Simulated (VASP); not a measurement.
# Si2W (I4/mmm) in VASP: further runs

Runs on Si2W. Level: LDA. Tasks: single point.

All numbers are computed with VASP 6.6.1; they aren't measurements. Logs are shortened: lines on timing, memory, paths and dates and some standing lists are left out, and cuts for length are marked.

### Step 1. The cell of the first run

The structure is tetragonal, space group I4/mmm (No. 139). The conventional cell has a = 3.376 Å, b = 3.376 Å, c = 7.752 Å, α = 90.00°, β = 90.00°, γ = 90.00°. Si (site symmetry 4mm) has 9 Si at 2.56 to 3.38 Å and 5 W at 2.59 to 2.71 Å within 3.4 Å. Within 3.4 Å of W (site symmetry 4/mmm) lie 10 Si at 2.59 to 2.71 Å and 4 W at 3.38 Å.

### Step 2. Single point, LDA (14.72 Å³/atom)

The input, INCAR:

```
SYSTEM = Si2W
ALGO = Normal ; EDIFF = 1E-6
ENCUT = 520 ; GGA = CA
ISIF = 2 ; ISMEAR = 0
LASPH = .True. ; LCHARG = .False.
LREAL = .False. ; LWAVE = .False.
NBANDS = 18 ; NELM = 100
PREC = Accurate ; SIGMA = 0.15
```

The input, KPOINTS:

```
k-points
0
Gamma
  20 20 20
  0 0 0
```

The input, POSCAR:

```
Si2W
1.0
   -1.6879482196      1.6879482196      3.8758667019
    1.6879482196     -1.6879482196      3.8758667019
    1.6879482196      1.6879482196     -3.8758667019
Si W
2 1
Direct
    0.3346644983      0.3346644983      0.0000000000
    0.6653355017      0.6653355017      0.0000000000
    0.0000000000      0.0000000000      0.0000000000
```

Potentials or basis: VASP PAW LDA potentials, release 64 (Si, W_sv).

Run with:

```
$ cat potpaw_LDA.64/Si/POTCAR potpaw_LDA.64/W_sv/POTCAR > POTCAR
$ mpirun -np 1 vasp_std > vasp.out
```

OUTCAR:

```text
SYSTEM = Si2W
   EDIFF = 1E-6
   ENCUT = 520
   GGA = CA
   ISIF = 2
   ISMEAR = 0
   LASPH = .True.
   LREAL = .False.
   NELM = 100
   PREC = Accurate

 ion  position               nearest neighbor table
   1  0.335  0.335  0.000-   2 2.56   3 2.59   3 2.71   3 2.71   3 2.71   3 2.71   2 2.72   2 2.72
                             2 2.72   2 2.72
   2  0.665  0.665  0.000-   1 2.56   3 2.59   3 2.71   3 2.71   3 2.71   3 2.71   1 2.72   1 2.72
                             1 2.72   1 2.72
   3  0.000  0.000  0.000-   1 2.59   2 2.59   2 2.71   1 2.71   2 2.71   2 2.71   2 2.71   1 2.71
                             1 2.71   1 2.71

  LATTYP: Found a body centered tetragonal cell.
 ALAT       =     3.3758964392
 C/A-ratio  =     2.2962000000

  Lattice vectors:

 A1 = (  -1.6879482196,   1.6879482196,   3.8758667019)
 A2 = (   1.6879482196,  -1.6879482196,   3.8758667019)
 A3 = (   1.6879482196,   1.6879482196,  -3.8758667019)

Analysis of symmetry for initial positions (statically):
=====================================================================
 Subroutine PRICEL returns:
 Original cell was already a primitive cell.

 Routine SETGRP: Setting up the symmetry group for a
 body centered tetragonal supercell.

 Subroutine GETGRP returns: Found 16 space group operations
 (whereof 16 operations were pure point group operations)
 out of a pool of 16 trial point group operations.

The static configuration has the point symmetry D_4h.

Analysis of symmetry for dynamics (positions and initial velocities):
=====================================================================
 Subroutine PRICEL returns:
 Original cell was already a primitive cell.

 Routine SETGRP: Setting up the symmetry group for a
 body centered tetragonal supercell.

 Subroutine GETGRP returns: Found 16 space group operations
 (whereof 16 operations were pure point group operations)
 out of a pool of 16 trial point group operations.

The dynamic configuration has the point symmetry D_4h.

 Subroutine INISYM returns: Found 16 space group operations
 (whereof 16 operations are pure point group operations),
 and found     1 'primitive' translations

----------------------------------------------------------------------------------------

                                     Primitive cell

  volume of cell :      44.1720

  direct lattice vectors                    reciprocal lattice vectors
    -1.687948220  1.687948220  3.875866702     0.000000000  0.296217617  0.129003405
     1.687948220 -1.687948220  3.875866702     0.296217617  0.000000000  0.129003405
     1.687948220  1.687948220 -3.875866702     0.296217617  0.296217617  0.000000000

  length of vectors
     4.551997482  4.551997482  4.551997482     0.323089392  0.323089392  0.418914972

  position of ions in fractional coordinates (direct lattice)
     0.334664498  0.334664498  0.000000000
     0.665335502  0.665335502  0.000000000
     0.000000000  0.000000000  0.000000000

  ion indices of the primitive-cell ions
   primitive index   ion index
                 1           1
                 2           2
                 3           3

----------------------------------------------------------------------------------------

 KPOINTS: k-points

Automatic generation of k-mesh.
 Grid dimensions read from file:
 generate k-points for:   20   20   20

 Generating k-lattice:

  Cartesian coordinates                     Fractional coordinates (reciprocal lattice)
     0.000000000  0.014810881  0.006450170     0.050000000  0.000000000  0.000000000
     0.014810881  0.000000000  0.006450170     0.000000000  0.050000000  0.000000000
     0.014810881  0.014810881  0.000000000     0.000000000  0.000000000  0.050000000

  Length of vectors
     0.016154470  0.016154470  0.020945749

  Shift w.r.t. Gamma in fractional coordinates (k-lattice)
     0.000000000  0.000000000  0.000000000

 Subroutine IBZKPT returns following result:
 ===========================================

 Found    641 irreducible k-points:

 Following reciprocal coordinates:
            Coordinates               Weight
  0.000000  0.000000  0.000000      1.000000
  0.050000  0.000000  0.000000      8.000000
  0.100000  0.000000 -0.000000      8.000000
  0.150000  0.000000  0.000000      8.000000
  0.200000  0.000000 -0.000000      8.000000
  0.250000  0.000000 -0.000000      8.000000
[... 16 lines left out ...]
 -0.400000  0.050000  0.000000     16.000000
 -0.350000  0.050000  0.000000     16.000000
 [... further k-points ...]
   k-points           NKPTS =    641   k-points in BZ     NKDIM =    641   number of bands    NBANDS=     18
   number of dos      NEDOS =    301   number of ions     NIONS =      3
   total plane-waves  NPLWV =  46656
   dimension x,y,z NGX =    36 NGY =   36 NGZ =   36
   dimension x,y,z NGXF=    72 NGYF=   72 NGZF=   72
   ions per type =               2   1
   NGX,Y,Z   is equivalent  to a cutoff of  13.15, 13.15, 13.15 a.u.
   NGXF,Y,Z  is equivalent  to a cutoff of  26.30, 26.30, 26.30 a.u.
 SYSTEM =  Si2W
   PREC   = accura    normal or accurate (medium, high low for compatibility)
   ISTART =      0    job   : 0-new  1-cont  2-samecut
   ICHARG =      2    charge: 1-file 2-atom 10-const
   ISPIN  =      1    spin polarized calculation?
   LNONCOLLINEAR =      F non collinear calculations
   LSORBIT =      F    spin-orbit coupling
   LASPH  =      T    aspherical Exc in radial PAW
   ENCUT  =  520.0 eV  38.22 Ry    6.18 a.u.   8.46  8.46  8.46*2*pi/ulx,y,z
   NELM   =    100;   NELMIN=  2; NELMDL= -5     # of ELM steps
   EDIFF  = 0.1E-05   stopping-criterion for ELM
   LREAL  =      F    real-space projection
[... 7 lines left out ...]
   TEBEG  =    0.0;   TEEND  =   0.0 temperature during run
   PSTRESS=    0.0 pullay stress
   NELECT =      22.0000    total number of electrons
   NUPDOWN=      -1.0000    fix difference up-down
   EMIN   =  10.00;   EMAX   =-10.00  energy-range for DOS
   EFERMI =   0.00;   METHOD = LEGACY
   ISMEAR =     0;   SIGMA  =   0.15  broadening in eV -4-tet -1-fermi 0-gaus
   EFERMI_NEDOS =   21; number of points for ismear=-14 and -15
   IALGO  =     38    algorithm
   IMIX   =      4    mixing-type and parameters
     AMIX     =   0.40;   BMIX     =  1.00
     AMIX_MAG =   1.60;   BMIX_MAG =  1.00
  volume/ion in A,a.u.               =      14.72        99.36
  Fermi-wavevector in a.u.,A,eV,Ry     =   1.297677  2.452254 22.911753  1.683966
  Thomas-Fermi vector in A             =   2.429054
   LORBIT       =      0    0 simple, 1 ext, 2 COOP (PROOUT), +10 PAW based schemes
   GGA     = CA    functional components
   LHFCALC =     F    Hartree Fock is set to
   AEXX    =    0.0000 exact exchange contribution
   IVDW    =     0    specifies the selected vdW correction
   LEPSILON=     F    determine dielectric tensor
   LRPA    =     F    only Hartree local field effects (RPA)
 non-spin polarized calculation
 Gauss-broadening in eV      SIGMA  =   0.15
  energy-cutoff  :      520.00
  volume of cell :       44.17
 maximum number of plane-waves:      1211
 NGX is ok and might be reduce to    36
   NGX = 17   NGY = 17   NGZ = 17

 number of electron      22.0000000 magnetization

 Free energy of the ion-electron system (eV)
  ---------------------------------------------------
  ext. energy  EPLUGINS =         0.00000000
  ---------------------------------------------------
  free energy    TOTEN  =       -26.94212258 eV

  energy without entropy =      -26.93883113  energy(sigma->0) =      -26.94047686

 E-fermi :  10.4880     XC(G=0): -12.2239

 val. band max:       10.4773611256   @ k =  -0.4500   0.4500   0.3500
 cond. band min:      10.4921688896   @ k =  -0.1000  -0.1000   0.0500
 fundamental gap:      0.0148077639
 Fermi energy:        10.4880474295

 k-point     1 :       0.0000    0.0000    0.0000
  band No.  band energies     occupation
      1     -62.9753      2.00000
      2     -27.4674      2.00000
      3     -27.4674      2.00000
      4     -27.3814      2.00000
      5      -2.6383      2.00000
      6       4.5109      2.00000
[... 10 lines left out ...]
     17      15.9701      0.00000
     18      15.9701      0.00000

 k-point     2 :       0.0500    0.0000    0.0000
  band No.  band energies     occupation
      1     -62.9752      2.00000
      2     -27.4706      2.00000
      3     -27.4672      2.00000
      4     -27.3812      2.00000
      5      -2.5953      2.00000
      6       4.5059      2.00000
[... 10 lines left out ...]
     17      15.9598      0.00000
     18      16.1201      0.00000

 k-point     3 :       0.1000    0.0000   -0.0000
  band No.  band energies     occupation
      1     -62.9749      2.00000
      2     -27.4796      2.00000
      3     -27.4664      2.00000
      4     -27.3807      2.00000
      5      -2.4668      2.00000
      6       4.4833      2.00000
[... 10 lines left out ...]
     17      15.9419      0.00000
     18      16.4900      0.00000

 k-point     4 :       0.1500    0.0000    0.0000
  band No.  band energies     occupation
      1     -62.9745      2.00000
      2     -27.4936      2.00000
      3     -27.4652      2.00000
      4     -27.3800      2.00000
      5      -2.2548      2.00000
      6       4.4163      2.00000
[... 375 lines left out ...]
      4     -27.3744      2.00000
      5       0.4251      2.00000
      6       1.8856      2.00000
[... 10 lines left out ...]
     17      17.1051      0.00000
     18      17.5190      0.00000

 k-point    23 :      -0.4000    0.0500    0.0000
  band No.  band energies     occupation
      1     -62.9719      2.00000
      2     -27.5808      2.00000
      3     -27.4604      2.00000
      4     -27.3747      2.00000
      5      -0.1629      2.00000
      6       2.5136      2.00000
[... 10 lines left out ...]
     17      17.2252      0.00000
     18      18.1311      0.00000

 k-point    24 :      -0.3500    0.0500    0.0000
  band No.  band energies     occupation
      1     -62.9723      2.00000
      2     -27.5670      2.00000
      3     -27.4616      2.00000
      4     -27.3754      2.00000
      5      -0.7075      2.00000
      6       3.1201      2.00000
[... 10 lines left out ...]
     17      17.3058      0.00000
     18      18.3125      0.00000

 [... further k-points ...]

------------------------ aborting loop because EDIFF is reached ----------------------------------------

  FORCE on cell =-STRESS in cart. coord.  units (eV):
  Direction    XX          YY          ZZ          XY          YZ          ZX
  --------------------------------------------------------------------------------------
  -------------------------------------------------------------------------------------
  Total       -7.0006685     -7.0006685     -1.9366173      0.0000000      0.0000000     -0.0000000
  in kB     -253.9235782   -253.9235782    -70.2436907      0.0000000      0.0000000     -0.0000000
  external PRESSURE =    -192.6969491 kB  Pullay stress =       0.0000000 kB

 VOLUME and BASIS-vectors are now :
 -----------------------------------------------------------------------------
  energy-cutoff  :      520.00
  volume of cell :       44.17
      direct lattice vectors                 reciprocal lattice vectors
    -1.687948220  1.687948220  3.875866702     0.000000000  0.296217617  0.129003405
     1.687948220 -1.687948220  3.875866702     0.296217617  0.000000000  0.129003405
     1.687948220  1.687948220 -3.875866702     0.296217617  0.296217617  0.000000000

 POSITION                                       TOTAL-FORCE (eV/Angst)
 -----------------------------------------------------------------------------------
      0.00000      0.00000      2.59423        -0.000000     -0.000000      0.189616
      0.00000      0.00000      5.15750         0.000000      0.000000     -0.189616
      0.00000      0.00000      0.00000         0.000000      0.000000      0.000000
 -----------------------------------------------------------------------------------
    total drift:                               -0.000000      0.000000      0.000000

  FREE ENERGIE OF THE ION-ELECTRON SYSTEM (eV)
  ---------------------------------------------------
  free  energy   TOTEN  =       -26.9421225849 eV

  energy  without entropy=      -26.9388311320  energy(sigma->0) =      -26.94047686
```

It took 3.8 min on 1 thread of Intel Xeon 6975P-C (Granite Rapids), shared host; peak memory 0.56 GiB.

Results:

| Quantity | Value |
| --- | --- |
| Free energy | -26.9421 eV |
| Pressure | -19.3 GPa |
| Largest force | 0.190 eV/Å |
| Band gap on the k mesh | zero (bands 11 and 12 overlap by 0.79 eV) |

Forces in eV/Å, atoms in the order of the input:
```
Si   0.000  0.000  0.190
Si   0.000  0.000 -0.190
W    0.000  0.000  0.000
```

Stress tensor (GPa, compression positive):
```
-25.39   0.00   0.00
  0.00 -25.39   0.00
  0.00   0.00  -7.02
```

Levels at points of the mesh, in eV from the Fermi level:
```csv
k point,band 9,band 10,band 11,band 12,band 13,band 14
"(0.00, 0.00, 0.00)",-2.70,-2.70,0.35,2.07,2.61,2.61
"(0.50, 0.00, 0.00)",-2.68,-2.26,-0.37,2.09,2.48,4.05
"(0.50, 0.50, 0.00)",-4.62,-2.40,-1.55,2.34,2.49,3.16
"(0.50, 0.50, 0.50)",-1.03,-1.03,-0.27,-0.27,0.55,4.26
```

Caveat: the stress differs along the axes, from -25 to -7 GPa; spin-orbit coupling is left out, which moves the levels of the heavy elements.

### Step 3. Single point, LDA (12.09 Å³/atom)

This run uses another cell than the first one, of 12.09 Å³/atom.

The input, INCAR:

```
SYSTEM = Si2W
ALGO = Normal
EDIFF = 1E-6
ENCUT = 520
ISIF = 2
ISMEAR = 0
LASPH = .True.
LCHARG = .True.
LELF = .True.
LREAL = .False.
LVHAR = .True.
LWAVE = .False.
NBANDS = 18
NELM = 80
PREC = Accurate
SIGMA = 0.15
```

KPOINTS is that of step 2.

The input, POSCAR:

```
Si2W
1.0
   -1.4877893758      1.4877893758      4.0981158357
    1.4877893758     -1.4877893758      4.0981158357
    1.4877893758      1.4877893758     -4.0981158357
Si W
2 1
Direct
    0.3346644983      0.3346644983      0.0000000000
    0.6653355017      0.6653355017      0.0000000000
    0.0000000000      0.0000000000      0.0000000000
```

Potentials or basis: VASP PAW LDA potentials, release 64 (Si, W_sv).

Run with:

```
$ cat potpaw_LDA.64/Si/POTCAR potpaw_LDA.64/W_sv/POTCAR > POTCAR
$ mpirun -np 1 vasp_std > vasp.out
```

It took 5.7 min on 1 thread of AMD EPYC 9R45 (Zen 5), shared host; peak memory 0.47 GiB.

Results (log left out):

```
Free energy            : -26.6566 eV
Pressure               : 25.4 GPa
Largest force          : 0.288 eV/Å
Band gap on the k mesh : zero (bands 11 and 12 overlap by 1.96 eV)
```

Forces on the atoms (eV/Å):
```
Si   0.000  0.000 -0.288
Si   0.000  0.000  0.288
W    0.000  0.000  0.000
```

Stress tensor (GPa, compression positive):
```
41.65  0.00  0.00
 0.00 41.65  0.00
 0.00  0.00 -7.00
```

Levels at points of the mesh, in eV from the Fermi level:
| k point | band 8 | band 9 | band 10 | band 11 | band 12 | band 13 | band 14 | band 15 |
| --- | --- | --- | --- | --- | --- | --- | --- | --- |
| (0.00, 0.00, 0.00) | -4.23 | -2.59 | -2.59 | 1.43 | 2.63 | 3.78 | 4.14 | 4.29 |
| (0.50, 0.00, 0.00) | -5.38 | -3.64 | -2.53 | -0.24 | 2.76 | 3.12 | 3.74 | 4.34 |
| (0.50, 0.50, 0.00) | -5.46 | -5.32 | -4.65 | -1.60 | 1.97 | 2.49 | 3.18 | 4.17 |
| (0.50, 0.50, 0.50) | -3.22 | -0.76 | -0.76 | 0.00 | 0.00 | 1.54 | 2.56 | 5.51 |

Caveat: the stress differs along the axes, from -7 to 42 GPa; spin-orbit coupling is left out, which moves the levels of the heavy elements.

(Continued in part 2 of 2.)
